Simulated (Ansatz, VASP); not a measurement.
**Two plane-wave programs on PdAu3**

Contents of INCAR:

```
SYSTEM = PdAu3
ALGO = Normal
EDIFF = 1E-7
ENCUT = 520
GGA = CA
ISIF = 2
ISMEAR = -1
LASPH = .TRUE.
LCHARG = .FALSE.
LREAL = .FALSE.
LWAVE = .FALSE.
NBANDS = 30
NELM = 80
PREC = Accurate
SIGMA = 0.1
```

Contents of KPOINTS:

```
k-points
0
G
  5 5 5
  0 0 0
```

File POSCAR:

```
PdAu3
1.0
    4.0710825900      0.0000000000      0.0000000000
    0.0000000000      4.0710825900      0.0000000000
    0.0000000000      0.0000000000      4.0710825900
Pd Au
1 3
Direct
    0.0000000000      0.0000000000      0.0000000000
    0.0000000000      0.5000000000      0.5000000000
    0.5000000000      0.0000000000      0.5000000000
    0.5000000000      0.5000000000      0.0000000000
```

Input for Ansatz:

```yaml
crystal:
  lattice:
    - [4.07108259, 0.0, 0.0]
    - [0.0, 4.07108259, 0.0]
    - [0.0, 0.0, 4.07108259]
  atoms:
    - { symbol: Pd, position: [0.0, 0.0, 0.0] }
    - { symbol: Au, position: [0.0, 0.5, 0.5] }
    - { symbol: Au, position: [0.5, 0.0, 0.5] }
    - { symbol: Au, position: [0.5, 0.5, 0.0] }
basis:
  ecutwfc: 475.0
kpoints:
  mp_grid:
    grid: [5, 5, 5]
hamiltonian:
  xc: lda
  pseudopotentials:
    kind: paw
    azcp:
      folder: soft_1
scf:
  occupations:
    method: fermi_dirac
output:
  forces: true
  stress: true
```

Alike in both runs: task single point; functional LDA; k mesh 5 × 5 × 5; no spin polarisation.

|  | VASP | Ansatz |
| --- | --- | --- |
| version | VASP 6.6.1 | Ansatz 0.2.0 |
| potentials or method | VASP PAW LDA potentials, release 64 (Pd, Au), cutoff 520 eV | plane waves, PAW |
| occupations | fermi-dirac, width 0.1 eV | fermi-dirac |
| valence electrons in the cell | 43 | 75 |

|  | VASP | Ansatz | Ansatz less VASP |
| --- | --- | --- | --- |
| pressure (GPa) | -10.0 | -10.4 | -0.44 |

Ansatz warns that its potentials were made for another functional, while VASP's fit it. LDA's correlation is that of Perdew and Zunger in VASP and of Perdew and Wang (1992) in Ansatz. VASP's potentials hold 43 valence electrons a cell and Ansatz's 75, so a difference there can come from the potentials and not from the codes.

Neither program's run includes spin-orbit coupling.
